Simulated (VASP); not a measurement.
Here is a VASP 6.6.1 calculation.

INCAR

```
PREC = Accurate
ENCUT = 500
EDIFF = 1E-6
ISMEAR = 0
SIGMA = 0.05
LREAL = F
LASPH = T
NELM = 120
ALGO = Normal
ISIF = 2
LWAVE = F
LCHARG = T
GGA = CA
LELF = T
LVHAR = T
NBANDS = 15
GGA_COMPAT = F
```

Contents of KPOINTS:

```
regular mesh
0
Gamma
  10 10 10
```

The input POSCAR:

```
CsBr
1.0
    4.2860000000      0.0000000000      0.0000000000
    0.0000000000      4.2860000000      0.0000000000
    0.0000000000      0.0000000000      4.2860000000
Cs Br
1 1
Direct
    0.0000000000      0.0000000000      0.0000000000
    0.5000000000      0.5000000000      0.5000000000
```

Potentials or basis: VASP PAW LDA potentials, release 64 (Cs_sv, Br).

Run with:

```sh
$ cat potpaw_LDA.64/Cs_sv/POTCAR potpaw_LDA.64/Br/POTCAR > POTCAR
$ mpirun -np 1 vasp_std > vasp.out
```

(1) Estimate the band gap on the k mesh.

(2) Predict the pressure.

Answers

(1) 4.14 eV, direct.

(2) -1.6 GPa.

Caveat: spin-orbit coupling is left out, which moves the levels of the heavy elements.
